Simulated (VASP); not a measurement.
Here is a VASP 6.6.1 calculation.

Contents of INCAR:

```
SYSTEM = Mg2Cd3S5
ALGO = Normal
EDIFF = 1E-7
ENCUT = 520
GGA = PE
ISIF = 2
ISMEAR = 0
LASPH = .TRUE.
LCHARG = .FALSE.
LREAL = .FALSE.
LWAVE = .FALSE.
NBANDS = 46
NELM = 60
PREC = Accurate
SIGMA = 0.1
```

The input KPOINTS:

```
k-points
0
G
  6 6 6
  0 0 0
```

Contents of POSCAR:

```
Mg2Cd3S5
1.0
   -1.9086073749      2.7012768027      9.5590402838
    1.9086073749     -2.7012768027      9.5590402838
    1.9086073749      2.7012768027     -9.5590402838
Mg Cd S
2 3 5
Direct
    0.0978099529      0.0978099529      0.0000000000
    0.9021900471      0.9021900471      0.0000000000
    0.7016235518      0.7016235518      0.0000000000
    0.5000000000      0.5000000000      0.0000000000
    0.2983764482      0.2983764482      0.0000000000
    0.1942085516      0.6942085516      0.5000000000
    0.6005197229      0.1005197229      0.5000000000
    0.0000000000      0.5000000000      0.5000000000
    0.3994802771      0.8994802771      0.5000000000
    0.8057914484      0.3057914484      0.5000000000
```

Potentials or basis: VASP PAW PBE potentials, release 64 (Mg, Cd, S).

Launch:

```bash
$ cat potpaw_PBE.64/Mg/POTCAR potpaw_PBE.64/Cd/POTCAR potpaw_PBE.64/S/POTCAR > POTCAR
$ mpirun -np 1 vasp_std > vasp.out
```

(1) Estimate the largest force.

(2) Estimate the band gap on the k mesh.

(3) Estimate the pressure.

Answers

(1) 0.047 eV/Å.

(2) 0.59 eV (least direct gap 1.14 eV).

(3) 0.1 GPa.
